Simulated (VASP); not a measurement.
Set up this calculation in VASP 6.6.1, as the native input.

* Task: single point
* Functional: PBE
* Potentials or basis: VASP PAW PBE potentials, release 64 (Ga_d, Ge_d)
* Cutoff: 500 eV
* k mesh: 4 × 4 × 4
* Occupations: methfessel-paxton, width 0.1 eV
* Spin: no spin polarisation
* Dipole correction: no
* Further INCAR settings: ALGO = Normal; EDIFF = 1e-06; NBANDS = 20

The structure of GaGe lies in POSCAR:

```
GaGe
1.0
    0.0000000000      2.8978440000      2.8978440000
    2.8978440000      0.0000000000      2.8978440000
    2.8978440000      2.8978440000      0.0000000000
Ga Ge
1 1
Direct
    0.7500000000      0.7500000000      0.7500000000
    0.0000000000      0.0000000000      0.0000000000
```

One way to write it, as run:

INCAR

```
  PREC = Accurate
  ENCUT = 500
  EDIFF = 1E-6
  ISMEAR = 1
  SIGMA = 0.1
  LREAL = F
  LASPH = T
  NELM = 120
  ALGO = Normal
  ISIF = 2
  LWAVE = F
  LCHARG = F
  GGA = PE
  NBANDS = 20
  GGA_COMPAT = F
```

KPOINTS

```
regular mesh
0
Gamma
  4 4 4
```

Potentials or basis: VASP PAW PBE potentials, release 64 (Ga_d, Ge_d).

Launch:

```sh
$ cat potpaw_PBE.64/Ga_d/POTCAR potpaw_PBE.64/Ge_d/POTCAR > POTCAR
$ mpirun -np 1 vasp_std > vasp.out
```

It gave:

* Pressure: -0.4 GPa

Caveat: the k points lie up to 0.47 Å⁻¹ apart.

Run time: 9.1 s on 1 thread of Intel Xeon 6975P-C, on a shared host, peak memory 0.16 GiB.
